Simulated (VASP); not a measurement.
# KCl (P-1) in VASP: single point with PBEsol

Aim: the single point of KCl with PBEsol.

Program: VASP 6.6.1. These are calculated values, not measurements. Logs are shortened: lines on timing, memory, paths and dates and some standing lists are left out, and cuts for length are marked.

## 1. The cell of the first run

The typed cell holds 4 atoms: a = 4.312 Å, b = 4.312 Å, c = 7.408 Å, α = 75.56°, β = 75.56°, γ = 61.57°.

## 2. Single point, PBEsol (atoms displaced along a vibrational mode, the cell strained)

The input, INCAR:

```
SYSTEM = KCl
ALGO = Normal ; EDIFF = 1E-7
ENCUT = 520 ; GGA = PS
ISIF = 2 ; ISMEAR = 0
LASPH = .TRUE. ; LCHARG = .FALSE.
LREAL = .FALSE. ; LWAVE = .FALSE.
NBANDS = 24 ; NELM = 100
PREC = Accurate ; SIGMA = 0.05
```

The input, KPOINTS:

```
k-points
0
G
  6 6 6
  0 0 0
```

The input, POSCAR:

```
KCl
1.0
    0.0000000000     -3.1207041401     -2.9749672567
   -3.1207041401      0.0000000000     -2.9749672567
    3.1207041401      3.1207041401     -5.9499345136
K Cl
2 2
Direct
    0.5000000000      0.5000000000      0.5000000000
    0.0000000000      1.0000000000      0.0000000000
    0.7609961857      0.7549528727      0.7500000000
    0.2390038143      0.2450471273      0.2500000000
```

Potentials or basis: VASP PAW PBE potentials, release 64 (K_sv, Cl).

Run with:

```
cat potpaw_PBE.64/K_sv/POTCAR potpaw_PBE.64/Cl/POTCAR > POTCAR
mpirun -np 1 vasp_std > vasp.out
```

OUTCAR:

```text
SYSTEM = KCl
   EDIFF = 1E-7
   ENCUT = 520
   GGA = PS
   ISIF = 2
   ISMEAR = 0
   LASPH = .TRUE.
   LREAL = .FALSE.
   NELM = 100
   PREC = Accurate

 ion  position               nearest neighbor table
   1  0.500  0.500  0.500-   3 3.02   4 3.02   4 3.09   3 3.09   3 3.11   4 3.11
   2  0.000  0.000  0.000-   3 2.93   4 2.93   3 3.14   4 3.14   3 3.16   4 3.16
   3  0.761  0.755  0.750-   2 2.93   1 3.02   1 3.09   1 3.11   2 3.14   2 3.16
   4  0.239  0.245  0.250-   2 2.93   1 3.02   1 3.09   1 3.11   2 3.14   2 3.16

  LATTYP: Found a base centered monoclinic cell.
 ALAT       =     7.4080570579
 B/A-ratio  =     0.5957489372
 C/A-ratio  =     1.0000000000
 COS(beta)  =    -0.2901664076

  Lattice vectors:

 A1 = (   0.0000000000,   3.1207041401,   2.9749672567)
 A2 = (   3.1207041401,   0.0000000000,   2.9749672567)
 A3 = (   3.1207041401,   3.1207041401,  -5.9499345136)

Analysis of symmetry for initial positions (statically):
=====================================================================
 Subroutine PRICEL returns:
 Original cell was already a primitive cell.

 Routine SETGRP: Setting up the symmetry group for a
 base centered monoclinic supercell.

 Subroutine GETGRP returns: Found  2 space group operations
 (whereof  2 operations were pure point group operations)
 out of a pool of  4 trial point group operations.

The static configuration has the point symmetry S_2 .

Analysis of symmetry for dynamics (positions and initial velocities):
=====================================================================
 Subroutine PRICEL returns:
 Original cell was already a primitive cell.

 Routine SETGRP: Setting up the symmetry group for a
 base centered monoclinic supercell.

 Subroutine GETGRP returns: Found  2 space group operations
 (whereof  2 operations were pure point group operations)
 out of a pool of  4 trial point group operations.

The dynamic configuration has the point symmetry S_2 .

 Subroutine INISYM returns: Found  2 space group operations
 (whereof  2 operations are pure point group operations),
 and found     1 'primitive' translations

----------------------------------------------------------------------------------------

                                     Primitive cell

  volume of cell :     115.8904

  direct lattice vectors                    reciprocal lattice vectors
     0.000000000 -3.120704140 -2.974967257     0.080110125 -0.240330376 -0.084034538
    -3.120704140  0.000000000 -2.974967257    -0.240330376  0.080110125 -0.084034538
     3.120704140  3.120704140 -5.949934514     0.080110125  0.080110125 -0.084034538

  length of vectors
     4.311522296  4.311522296  7.408057058     0.266904712  0.266904712  0.141056967

  position of ions in fractional coordinates (direct lattice)
     0.500000000  0.500000000  0.500000000
     0.000000000  0.000000000  0.000000000
     0.760996186  0.754952873  0.750000000
     0.239003814  0.245047127  0.250000000

  ion indices of the primitive-cell ions
   primitive index   ion index
                 1           1
                 2           2
                 3           3
                 4           4

----------------------------------------------------------------------------------------

 KPOINTS: k-points

Automatic generation of k-mesh.
 Grid dimensions read from file:
 generate k-points for:    6    6    6

 Generating k-lattice:

  Cartesian coordinates                     Fractional coordinates (reciprocal lattice)
     0.013351688 -0.040055063 -0.014005756     0.166666667 -0.000000000  0.000000000
    -0.040055063  0.013351688 -0.014005756    -0.000000000  0.166666667  0.000000000
     0.013351688  0.013351688 -0.014005756    -0.000000000 -0.000000000  0.166666667

  Length of vectors
     0.044484119  0.044484119  0.023509495

  Shift w.r.t. Gamma in fractional coordinates (k-lattice)
     0.000000000  0.000000000  0.000000000

 Subroutine IBZKPT returns following result:
 ===========================================

 Found    112 irreducible k-points:

 Following reciprocal coordinates:
            Coordinates               Weight
  0.000000  0.000000  0.000000      1.000000
  0.166667  0.000000 -0.000000      2.000000
  0.000000 -0.166667  0.000000      2.000000
  0.333333  0.000000 -0.000000      2.000000
  0.000000 -0.333333  0.000000      2.000000
  0.500000 -0.000000  0.000000      1.000000
[... 16 lines left out ...]
  0.000000 -0.166667 -0.166667      2.000000
  0.333333  0.000000  0.166667      2.000000
 [... further k-points ...]
   k-points           NKPTS =    112   k-points in BZ     NKDIM =    112   number of bands    NBANDS=     24
   number of dos      NEDOS =    301   number of ions     NIONS =      4
   total plane-waves  NPLWV =  57344
   dimension x,y,z NGX =    32 NGY =   32 NGZ =   56
   dimension x,y,z NGXF=    64 NGYF=   64 NGZF=  112
   ions per type =               2   2
   NGX,Y,Z   is equivalent  to a cutoff of  12.34, 12.34, 12.57 a.u.
   NGXF,Y,Z  is equivalent  to a cutoff of  24.68, 24.68, 25.13 a.u.
 SYSTEM =  KCl
   PREC   = accura    normal or accurate (medium, high low for compatibility)
   ISTART =      0    job   : 0-new  1-cont  2-samecut
   ICHARG =      2    charge: 1-file 2-atom 10-const
   ISPIN  =      1    spin polarized calculation?
   LNONCOLLINEAR =      F non collinear calculations
   LSORBIT =      F    spin-orbit coupling
   LASPH  =      T    aspherical Exc in radial PAW
   ENCUT  =  520.0 eV  38.22 Ry    6.18 a.u.   8.02  8.02 13.77*2*pi/ulx,y,z
   NELM   =    100;   NELMIN=  2; NELMDL= -5     # of ELM steps
   EDIFF  = 0.1E-06   stopping-criterion for ELM
   LREAL  =      F    real-space projection
   EDIFFG = 0.1E-05   stopping-criterion for IOM
   NSW    =      0    number of steps for IOM
   IBRION =     -1    ionic relax: 0-MD 1-quasi-New 2-CG
   NFREE  =      0    steps in history (QN), initial steepest desc. (CG)
   ISIF   =      2    stress and relaxation
   ISYM   =      2    0-nonsym 1-usesym 2-fastsym
   POTIM  = 0.5000    time-step for ionic-motion
   TEBEG  =    0.0;   TEEND  =   0.0 temperature during run
   PSTRESS=    0.0 pullay stress
   NELECT =      32.0000    total number of electrons
   NUPDOWN=      -1.0000    fix difference up-down
   EMIN   =  10.00;   EMAX   =-10.00  energy-range for DOS
   EFERMI =   0.00;   METHOD = LEGACY
   ISMEAR =     0;   SIGMA  =   0.05  broadening in eV -4-tet -1-fermi 0-gaus
   EFERMI_NEDOS =   21; number of points for ismear=-14 and -15
   IALGO  =     38    algorithm
   IMIX   =      4    mixing-type and parameters
     AMIX     =   0.40;   BMIX     =  1.00
     AMIX_MAG =   1.60;   BMIX_MAG =  1.00
  volume/ion in A,a.u.               =      28.97       195.52
  Fermi-wavevector in a.u.,A,eV,Ry     =   1.066045  2.014534 15.462379  1.136453
  Thomas-Fermi vector in A             =   2.201617
   LORBIT       =      0    0 simple, 1 ext, 2 COOP (PROOUT), +10 PAW based schemes
   GGA     = PS    functional components
   LHFCALC =     F    Hartree Fock is set to
   AEXX    =    0.0000 exact exchange contribution
   IVDW    =     0    specifies the selected vdW correction
   LEPSILON=     F    determine dielectric tensor
   LRPA    =     F    only Hartree local field effects (RPA)
 non-spin polarized calculation
 Gauss-broadening in eV      SIGMA  =   0.05
  energy-cutoff  :      520.00
  volume of cell :      115.89
 maximum number of plane-waves:      3142
   NGX = 17   NGY = 17   NGZ = 27

 number of electron      32.0000001 magnetization

 Free energy of the ion-electron system (eV)
  ---------------------------------------------------
  ext. energy  EPLUGINS =         0.00000000
  ---------------------------------------------------
  free energy    TOTEN  =       -13.98732492 eV

  energy without entropy =      -13.98732492  energy(sigma->0) =      -13.98732492

 E-fermi :  -1.2613     XC(G=0):  -8.0334

 val. band max:       -1.5610320667   @ k =   0.0000   0.0000   0.0000
 cond. band min:       3.6452898635   @ k =   0.0000   0.0000   0.0000
 fundamental gap:      5.2063219302
 Fermi energy:        -1.2612944507

 k-point     1 :       0.0000    0.0000    0.0000
  band No.  band energies     occupation
      1     -28.4749      2.00000
      2     -28.4547      2.00000
      3     -14.0183      2.00000
      4     -13.7872      2.00000
      5     -12.0217      2.00000
      6     -12.0157      2.00000
[... 16 lines left out ...]
     23       7.5186      0.00000
     24       7.8187      0.00000

 k-point     2 :       0.1667    0.0000   -0.0000
  band No.  band energies     occupation
      1     -28.4715      2.00000
      2     -28.4531      2.00000
      3     -13.9626      2.00000
      4     -13.8283      2.00000
      5     -12.0651      2.00000
      6     -12.0240      2.00000
[... 16 lines left out ...]
     23       7.8835      0.00000
     24       8.1319      0.00000

 k-point     3 :       0.0000   -0.1667    0.0000
  band No.  band energies     occupation
      1     -28.4715      2.00000
      2     -28.4531      2.00000
      3     -13.9626      2.00000
      4     -13.8284      2.00000
      5     -12.0651      2.00000
      6     -12.0240      2.00000
[... 16 lines left out ...]
     23       7.8900      0.00000
     24       8.1272      0.00000

 k-point     4 :       0.3333    0.0000   -0.0000
  band No.  band energies     occupation
      1     -28.4644      2.00000
      2     -28.4503      2.00000
      3     -13.8809      2.00000
      4     -13.8653      2.00000
      5     -12.1366      2.00000
      6     -12.0404      2.00000
[... 16 lines left out ...]
     23       8.4521      0.00000
     24       8.5397      0.00000

 k-point     5 :       0.0000   -0.3333    0.0000
  band No.  band energies     occupation
      1     -28.4645      2.00000
      2     -28.4502      2.00000
      3     -13.8808      2.00000
      4     -13.8656      2.00000
      5     -12.1366      2.00000
      6     -12.0409      2.00000
[... 451 lines left out ...]
 k-point    22 :       0.1667    0.0000    0.1667
  band No.  band energies     occupation
      1     -28.4711      2.00000
      2     -28.4535      2.00000
      3     -13.9452      2.00000
      4     -13.8491      2.00000
      5     -12.0571      2.00000
      6     -12.0296      2.00000
[... 16 lines left out ...]
     23       7.9244      0.00000
     24       8.2344      0.00000

 k-point    23 :       0.0000   -0.1667   -0.1667
  band No.  band energies     occupation
      1     -28.4712      2.00000
      2     -28.4535      2.00000
      3     -13.9441      2.00000
      4     -13.8505      2.00000
      5     -12.0570      2.00000
      6     -12.0296      2.00000
[... 16 lines left out ...]
     23       7.9251      0.00000
     24       8.2342      0.00000

 k-point    24 :       0.3333    0.0000    0.1667
  band No.  band energies     occupation
      1     -28.4646      2.00000
      2     -28.4501      2.00000
      3     -13.9306      2.00000
      4     -13.8120      2.00000
      5     -12.1511      2.00000
      6     -12.0505      2.00000
[... 16 lines left out ...]
     23       8.2613      0.00000
     24       8.7080      0.00000

 [... further k-points ...]
[... 5 lines left out ...]
  --------------------------------------------------------------------------------------
  -------------------------------------------------------------------------------------
  Total        0.2750675      0.2947778      2.2278756     -0.0007847     -0.0148202     -0.0073695
  in kB        3.8027908      4.0752856     30.8002435     -0.0108482     -0.2048883     -0.1018832
  external PRESSURE =      12.8927733 kB  Pullay stress =       0.0000000 kB

 VOLUME and BASIS-vectors are now :
 -----------------------------------------------------------------------------
  energy-cutoff  :      520.00
  volume of cell :      115.89
      direct lattice vectors                 reciprocal lattice vectors
     0.000000000 -3.120704140 -2.974967257     0.080110125 -0.240330376 -0.084034538
    -3.120704140  0.000000000 -2.974967257    -0.240330376  0.080110125 -0.084034538
     3.120704140  3.120704140 -5.949934514     0.080110125  0.080110125 -0.084034538

 POSITION                                       TOTAL-FORCE (eV/Angst)
 -----------------------------------------------------------------------------------
      0.00000      0.00000     -5.94993         0.000000      0.000000      0.000000
      0.00000      0.00000      0.00000         0.000000      0.000000      0.000000
     -0.01546     -0.03432     -8.97235         0.021954      0.050230      0.144817
      0.01546      0.03432     -2.92752        -0.021954     -0.050230     -0.144817
 -----------------------------------------------------------------------------------
    total drift:                               -0.000000     -0.000000      0.000000

  FREE ENERGIE OF THE ION-ELECTRON SYSTEM (eV)
  ---------------------------------------------------
  free  energy   TOTEN  =       -13.9873249248 eV

  energy  without entropy=      -13.9873249248  energy(sigma->0) =      -13.98732492
```

Run time: 3.4 min. Hardware: 1 thread of Intel Xeon Platinum 8488C (Sapphire Rapids), shared host; peak memory 0.39 GiB.

Results:

```yaml
Free_energy: -13.9873 eV
Pressure: 1.3 GPa
Largest_force: 0.155 eV/Å
Band_gap_on_the_k_mesh: 5.21 eV
```

Forces on the atoms (eV/Å):
```
K    0.000  0.000  0.000
K    0.000  0.000  0.000
Cl   0.022  0.050  0.145
Cl  -0.022 -0.050 -0.145
```

Stress tensor (GPa, compression positive):
```
 0.38  0.00 -0.01
 0.00  0.41 -0.02
-0.01 -0.02  3.08
```

Levels at points of the mesh, in eV from the valence-band top:
| k point | band 13 | band 14 | band 15 | band 16 | band 17 | band 18 | band 19 | band 20 |
| --- | --- | --- | --- | --- | --- | --- | --- | --- |
| (0.00, 0.00, 0.00) | -0.44 | -0.06 | -0.06 | 0.00 | 5.21 | 7.58 | 8.16 | 8.16 |
| (0.50, 0.00, 0.00) | -0.54 | -0.48 | -0.37 | -0.33 | 7.24 | 7.32 | 8.39 | 8.42 |
| (0.00, 0.50, 0.00) | -0.52 | -0.49 | -0.36 | -0.34 | 7.26 | 7.30 | 8.39 | 8.43 |
| (0.50, 0.50, 0.00) | -0.45 | -0.45 | -0.33 | -0.33 | 6.23 | 7.58 | 8.55 | 8.72 |
| (0.00, 0.00, 0.50) | -0.26 | -0.26 | -0.25 | -0.23 | 6.51 | 6.55 | 8.08 | 8.09 |
| (0.50, 0.00, 0.50) | -0.45 | -0.45 | -0.27 | -0.24 | 6.30 | 7.58 | 8.48 | 8.70 |
| (0.00, 0.50, 0.50) | -0.45 | -0.44 | -0.27 | -0.24 | 6.31 | 7.57 | 8.47 | 8.70 |
| (0.50, 0.50, 0.50) | -0.51 | -0.46 | -0.40 | -0.38 | 7.14 | 7.23 | 8.35 | 8.38 |

Caveat: the cell differs from its parent crystal (atoms displaced along a vibrational mode, the cell strained); the PAW data sets were made with another functional, which shifts forces and pressure a little.
